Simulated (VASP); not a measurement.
Runs of VASP 6.6.1 on AlNi. The structure is cubic, space group Pm-3m (No. 221). The conventional cell has a = 2.881 Å, b = 2.881 Å, c = 2.881 Å, α = 90.00°, β = 90.00°, γ = 90.00°. Within 3.3 Å of Al (site symmetry m-3m) lie 8 Ni at 2.50 Å and 6 Al at 2.88 Å. Within 3.3 Å of Ni (site symmetry m-3m) lie 8 Al at 2.50 Å and 6 Ni at 2.88 Å. 

```tsv
level	potentials or basis	gap on the mesh (eV)	pressure (GPa)	moment (μB)
RPBE	VASP PAW PBE potentials, release 64 (Al, Ni)	none	5.8	0.00
PBEsol	VASP PAW PBE potentials, release 64 (Al, Ni)	none	-3.1	0.00
BLYP	VASP PAW PBE potentials, release 64 (Al, Ni)	none	(b)	0.00
LDA	VASP PAW LDA potentials, release 64 (Al, Ni)	none	-8.2	0.00
revPBE	VASP PAW PBE potentials, release 64 (Al, Ni)	none	(a)	0.00
```

Alike in all rows: task single point; spin collinear, ferromagnetic start; cell as given; k mesh 10 × 10 × 10; cutoff (eV) 520; smearing fermi-dirac 0.1 eV.

Fill in the values left out.

(a) 4.8; (b) 7.0.

Caveats: the PAW data sets were made with another functional, which shifts forces and pressure a little (some runs).

A gap of «none» marks levels without a gap at the run's occupations.
